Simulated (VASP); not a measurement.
# TaN in VASP: single point with r2SCAN

Aim: the single point of TaN with r2SCAN.

All numbers are computed with VASP 6.6.1; they aren't measurements. Logs are shortened: lines on timing, memory, paths and dates and some standing lists are left out, and cuts for length are marked.

**1. The cell of the first run**

The cell holds a slab with vacuum, 8 atoms: a = 3.109 Å, b = 3.109 Å, c = 23.595 Å, α = 90.00°, β = 90.00°, γ = 90.00°.

**2. Single point, r2SCAN**

Contents of POSCAR:

```
TaN
1.0
    3.1088180366      0.0000000000      0.0000000000
    0.0000000000      3.1088180366      0.0000000000
    0.0000000000      0.0000000000     23.5947989454
Ta N
4 4
Direct
    0.0000000000      0.0000000000      0.3602488845
    0.5000000000      0.5000000000      0.4534162948
    0.0000000000      0.0000000000      0.5517084245
    0.5000000000      0.5000000000      0.6348086051
    0.5000000000      0.5000000000      0.3602488845
    0.0000000000      0.0000000000      0.4534162948
    0.5000000000      0.5000000000      0.5464443075
    0.0000000000      0.0000000000      0.6501858717
```

Contents of INCAR.step1:

```
ALGO = Normal
DIPOL = 0.5 0.5 0.501
EDIFF = 1E-4
ENCUT = 520
GGA = PE
IDIPOL = 3
ISMEAR = 0
LASPH = T
LCHARG = F
LDIPOL = T
LREAL = F
LWAVE = T
NBANDS = 42
NELM = 100
PREC = Accurate
SIGMA = 0.1
```

Contents of INCAR.step2:

```
ALGO = Normal
DIPOL = 0.5 0.5 0.501
EDIFF = 1E-7
ENCUT = 520
IDIPOL = 3
ISIF = 2
ISMEAR = 0
ISTART = 1
LASPH = T
LCHARG = F
LDIPOL = T
LMIXTAU = T
LREAL = F
LWAVE = F
METAGGA = R2SCAN
NBANDS = 42
NELM = 100
PREC = Accurate
SIGMA = 0.1
```

Contents of KPOINTS:

```
k-points
0
Gamma
  9 9 1
```

Potentials or basis: VASP PAW PBE potentials, release 64 (Ta_pv, N).

Started as:

```bash
> cat potpaw_PBE.64/Ta_pv/POTCAR potpaw_PBE.64/N/POTCAR > POTCAR
> cp INCAR.step1 INCAR
> mpirun -np 1 vasp_std > vasp.out
> cp INCAR.step2 INCAR
> mpirun -np 1 vasp_std > vasp.out
```

OUTCAR:

```text
EDIFF = 1E-7
   ENCUT = 520
   ISIF = 2
   ISMEAR = 0
   ISTART = 1
   LASPH = T
   LREAL = F
   METAGGA = R2SCAN
   NELM = 100
   PREC = Accurate

 ion  position               nearest neighbor table
   1  0.000  0.000  0.360-   6 2.20   5 2.20   5 2.20   5 2.20   5 2.20   2 3.11   2 3.11   2 3.11
                             2 3.11
   2  0.500  0.500  0.453-   7 2.19   5 2.20   6 2.20   6 2.20   6 2.20   6 2.20   1 3.11   1 3.11
                             1 3.11   1 3.11   3 3.20   3 3.20   3 3.20   3 3.20
   3  0.000  0.000  0.552-   7 2.20   7 2.20   7 2.20   7 2.20   6 2.32   8 2.32   4 2.95   4 2.95
                             4 2.95   4 2.95   2 3.20   2 3.20   2 3.20   2 3.20
   4  0.500  0.500  0.635-   7 2.08   8 2.23   8 2.23   8 2.23   8 2.23   3 2.95   3 2.95   3 2.95
                             3 2.95
   5  0.500  0.500  0.360-   2 2.20   1 2.20   1 2.20   1 2.20   1 2.20
   6  0.000  0.000  0.453-   1 2.20   2 2.20   2 2.20   2 2.20   2 2.20   3 2.32
   7  0.500  0.500  0.546-   4 2.08   2 2.19   3 2.20   3 2.20   3 2.20   3 2.20
   8  0.000  0.000  0.650-   4 2.23   4 2.23   4 2.23   4 2.23   3 2.32

  LATTYP: Found a simple tetragonal cell.
 ALAT       =     3.1088180366
 C/A-ratio  =     7.5896365331

  Lattice vectors:

 A1 = (   3.1088180366,   0.0000000000,   0.0000000000)
 A2 = (   0.0000000000,   3.1088180366,   0.0000000000)
 A3 = (   0.0000000000,   0.0000000000,  23.5947989454)

Analysis of symmetry for initial positions (statically):
=====================================================================
 Subroutine PRICEL returns:
 Original cell was already a primitive cell.

 Routine SETGRP: Setting up the symmetry group for a
 simple tetragonal supercell.

 Subroutine GETGRP returns: Found  8 space group operations
 (whereof  8 operations were pure point group operations)
 out of a pool of 16 trial point group operations.

The static configuration has the point symmetry C_4v.

Analysis of symmetry for dynamics (positions and initial velocities):
=====================================================================
 Subroutine PRICEL returns:
 Original cell was already a primitive cell.

 Routine SETGRP: Setting up the symmetry group for a
 simple tetragonal supercell.

 Subroutine GETGRP returns: Found  8 space group operations
 (whereof  8 operations were pure point group operations)
 out of a pool of 16 trial point group operations.

The dynamic configuration has the point symmetry C_4v.

 Subroutine INISYM returns: Found  8 space group operations
 (whereof  8 operations are pure point group operations),
 and found     1 'primitive' translations

----------------------------------------------------------------------------------------

                                     Primitive cell

  volume of cell :     228.0378

  direct lattice vectors                    reciprocal lattice vectors
     3.108818037  0.000000000  0.000000000     0.321665658  0.000000000  0.000000000
     0.000000000  3.108818037  0.000000000     0.000000000  0.321665658  0.000000000
     0.000000000  0.000000000 23.594798945     0.000000000  0.000000000  0.042382222

  length of vectors
     3.108818037  3.108818037 23.594798945     0.321665658  0.321665658  0.042382222

  position of ions in fractional coordinates (direct lattice)
     0.000000000  0.000000000  0.360248885
     0.500000000  0.500000000  0.453416295
     0.000000000  0.000000000  0.551708424
     0.500000000  0.500000000  0.634808605
     0.500000000  0.500000000  0.360248885
     0.000000000  0.000000000  0.453416295
     0.500000000  0.500000000  0.546444308
     0.000000000  0.000000000  0.650185872

  ion indices of the primitive-cell ions
   primitive index   ion index
                 1           1
                 2           2
                 3           3
                 4           4
                 5           5
                 6           6
                 7           7
                 8           8

----------------------------------------------------------------------------------------

 KPOINTS: k-points

Automatic generation of k-mesh.
 Grid dimensions read from file:
 generate k-points for:    9    9    1

 Generating k-lattice:

  Cartesian coordinates                     Fractional coordinates (reciprocal lattice)
     0.035740629  0.000000000  0.000000000     0.111111111  0.000000000  0.000000000
     0.000000000  0.035740629  0.000000000     0.000000000  0.111111111  0.000000000
     0.000000000  0.000000000  0.042382222     0.000000000  0.000000000  1.000000000

  Length of vectors
     0.035740629  0.035740629  0.042382222

  Shift w.r.t. Gamma in fractional coordinates (k-lattice)
     0.000000000  0.000000000  0.000000000

 Subroutine IBZKPT returns following result:
 ===========================================

 Found     15 irreducible k-points:

 Following reciprocal coordinates:
            Coordinates               Weight
  0.000000  0.000000  0.000000      1.000000
  0.111111  0.000000  0.000000      4.000000
  0.222222  0.000000  0.000000      4.000000
  0.333333  0.000000  0.000000      4.000000
  0.444444  0.000000  0.000000      4.000000
  0.111111  0.111111  0.000000      4.000000
  0.222222  0.111111  0.000000      8.000000
  0.333333  0.111111  0.000000      8.000000
  0.444444  0.111111  0.000000      8.000000
  0.222222  0.222222  0.000000      4.000000
  0.333333  0.222222  0.000000      8.000000
  0.444444  0.222222  0.000000      8.000000
  0.333333  0.333333  0.000000      4.000000
  0.444444  0.333333  0.000000      8.000000
  0.444444  0.444444  0.000000      4.000000
   k-points           NKPTS =     15   k-points in BZ     NKDIM =     15   number of bands    NBANDS=     42
   number of dos      NEDOS =    301   number of ions     NIONS =      8
   total plane-waves  NPLWV = 103680
   dimension x,y,z NGX =    24 NGY =   24 NGZ =  180
   dimension x,y,z NGXF=    48 NGYF=   48 NGZF=  360
   ions per type =               4   4
   NGX,Y,Z   is equivalent  to a cutoff of  12.83, 12.83, 12.68 a.u.
   NGXF,Y,Z  is equivalent  to a cutoff of  25.67, 25.67, 25.37 a.u.
 SYSTEM =  unknown system
   PREC   = accura    normal or accurate (medium, high low for compatibility)
   ISTART =      1    job   : 0-new  1-cont  2-samecut
   ICHARG =      0    charge: 1-file 2-atom 10-const
   ISPIN  =      1    spin polarized calculation?
   LNONCOLLINEAR =      F non collinear calculations
   LSORBIT =      F    spin-orbit coupling
   LASPH  =      T    aspherical Exc in radial PAW
   ENCUT  =  520.0 eV  38.22 Ry    6.18 a.u.   5.78  5.78 43.87*2*pi/ulx,y,z
   NELM   =    100;   NELMIN=  2; NELMDL=  0     # of ELM steps
   EDIFF  = 0.1E-06   stopping-criterion for ELM
   LREAL  =      F    real-space projection
   EDIFFG = 0.1E-05   stopping-criterion for IOM
   NSW    =      0    number of steps for IOM
   IBRION =     -1    ionic relax: 0-MD 1-quasi-New 2-CG
   NFREE  =      0    steps in history (QN), initial steepest desc. (CG)
   ISIF   =      2    stress and relaxation
   ISYM   =      2    0-nonsym 1-usesym 2-fastsym
   POTIM  = 0.5000    time-step for ionic-motion
   TEBEG  =    0.0;   TEEND  =   0.0 temperature during run
   PSTRESS=    0.0 pullay stress
   NELECT =      64.0000    total number of electrons
   NUPDOWN=      -1.0000    fix difference up-down
   EMIN   =  10.00;   EMAX   =-10.00  energy-range for DOS
   EFERMI =   0.00;   METHOD = LEGACY
   ISMEAR =     0;   SIGMA  =   0.10  broadening in eV -4-tet -1-fermi 0-gaus
   EFERMI_NEDOS =   21; number of points for ismear=-14 and -15
   IALGO  =     38    algorithm
   IMIX   =      4    mixing-type and parameters
     AMIX     =   0.40;   BMIX     =  1.00
     AMIX_MAG =   1.60;   BMIX_MAG =  1.00
  volume/ion in A,a.u.               =      28.50       192.36
  Fermi-wavevector in a.u.,A,eV,Ry     =   1.071846  2.025496 15.631115  1.148855
  Thomas-Fermi vector in A             =   2.207599
   LORBIT       =      0    0 simple, 1 ext, 2 COOP (PROOUT), +10 PAW based schemes
   METAGGA = R2SCAN    functional components
   LHFCALC =     F    Hartree Fock is set to
   AEXX    =    0.0000 exact exchange contribution
   IVDW    =     0    specifies the selected vdW correction
   LEPSILON=     F    determine dielectric tensor
   LRPA    =     F    only Hartree local field effects (RPA)
 non-spin polarized calculation
 Gauss-broadening in eV      SIGMA  =   0.10
  energy-cutoff  :      520.00
  volume of cell :      228.04
 maximum number of plane-waves:      6190
 NGX is ok and might be reduce to    24
   NGX = 11   NGY = 11   NGZ = 87

 number of electron      64.0000006 magnetization

 dipolmoment           0.000000      0.000000     -0.036667 electrons x Angstroem

 Free energy of the ion-electron system (eV)
  ---------------------------------------------------
  ext. energy  EPLUGINS =         0.00000000
  ---------------------------------------------------
  free energy    TOTEN  =      -236.92482918 eV

  energy without entropy =     -236.90490507  energy(sigma->0) =     -236.91486712

 E-fermi :   1.3731     XC(G=0):  -6.2457

 val. band max:        1.3646939241   @ k =   0.2222   0.1111   0.0000
 cond. band min:       1.4145478346   @ k =   0.2222   0.2222   0.0000
 fundamental gap:      0.0498539105
 Fermi energy:         1.3731439737

 k-point     1 :       0.0000    0.0000    0.0000
  band No.  band energies     occupation
      1     -36.2654      2.00000
      2     -36.1172      2.00000
      3     -35.8883      2.00000
      4     -35.8614      2.00000
      5     -35.8614      2.00000
      6     -35.7390      2.00000
[... 34 lines left out ...]
     41       2.8818      0.00000
     42       3.3024      0.00000
[... 589 lines left out ...]
      2     -36.2676      2.00000
      3     -36.1663      2.00000
      4     -36.1473      2.00000
      5     -36.0419      2.00000
      6     -36.0074      2.00000
[... 34 lines left out ...]
     41       5.2006      0.00000
     42       5.2722      0.00000

------------------------ aborting loop because EDIFF is reached ----------------------------------------

 vacuum level on the upper side and lower side of the slab       (xc-potential included)        -0.353         0.314

  FORCE on cell =-STRESS in cart. coord.  units (eV):
  Direction    XX          YY          ZZ          XY          YZ          ZX
  --------------------------------------------------------------------------------------
  -------------------------------------------------------------------------------------
  Total       -8.8706836     -8.8706836     -1.1096284      0.0000000      0.0000000      0.0000000
  in kB      -62.3247846    -62.3247846     -7.7961695      0.0000000      0.0000000      0.0000000
  external PRESSURE =     -44.1485796 kB  Pullay stress =       0.0000000 kB

 VOLUME and BASIS-vectors are now :
 -----------------------------------------------------------------------------
  energy-cutoff  :      520.00
  volume of cell :      228.04
      direct lattice vectors                 reciprocal lattice vectors
     3.108818037  0.000000000  0.000000000     0.321665658  0.000000000  0.000000000
     0.000000000  3.108818037  0.000000000     0.000000000  0.321665658  0.000000000
     0.000000000  0.000000000 23.594798945     0.000000000  0.000000000  0.042382222

 POSITION                                       TOTAL-FORCE (eV/Angst)
 -----------------------------------------------------------------------------------
      0.00000      0.00000      8.50000        -0.000000     -0.000000      2.171199
      1.55441      1.55441     10.69827        -0.000000      0.000000     -0.904578
      0.00000      0.00000     13.01745        -0.000000     -0.000000      0.030517
      1.55441      1.55441     14.97818        -0.000000     -0.000000      0.077700
      1.55441      1.55441      8.50000        -0.000000      0.000000     -1.428030
      0.00000      0.00000     10.69827         0.000000     -0.000000      0.011794
      1.55441      1.55441     12.89324        -0.000000      0.000000     -0.014271
      0.00000      0.00000     15.34100        -0.000000     -0.000000      0.055669
 -----------------------------------------------------------------------------------
    total drift:                                0.000000     -0.000000     -0.000001

  FREE ENERGIE OF THE ION-ELECTRON SYSTEM (eV)
  ---------------------------------------------------
  free  energy   TOTEN  =      -236.9248291770 eV

  energy  without entropy=     -236.9049050706  energy(sigma->0) =     -236.91486712

 vacuum level on the upper side and lower side of the slab         4.435         5.115
```

It took 24 min on 1 thread of Intel Xeon 8259CL, shared host; peak memory 0.42 GiB.

Results:

```yaml
Free_energy: -236.9248 eV
Largest_force: 2.171 eV/Å
Band_gap_on_the_k_mesh: zero (bands 32 and 33 overlap by 2.59 eV)
```

Forces in eV/Å, atoms in the order of the input:
```
Ta   0.000  0.000  2.171
Ta   0.000  0.000 -0.905
Ta   0.000  0.000  0.031
Ta   0.000  0.000  0.078
N    0.000  0.000 -1.428
N    0.000  0.000  0.012
N    0.000  0.000 -0.014
N    0.000  0.000  0.056
```

Caveat: the PAW data sets were made with another functional, which shifts forces and pressure a little; spin-orbit coupling is left out, which moves the levels of the heavy elements.
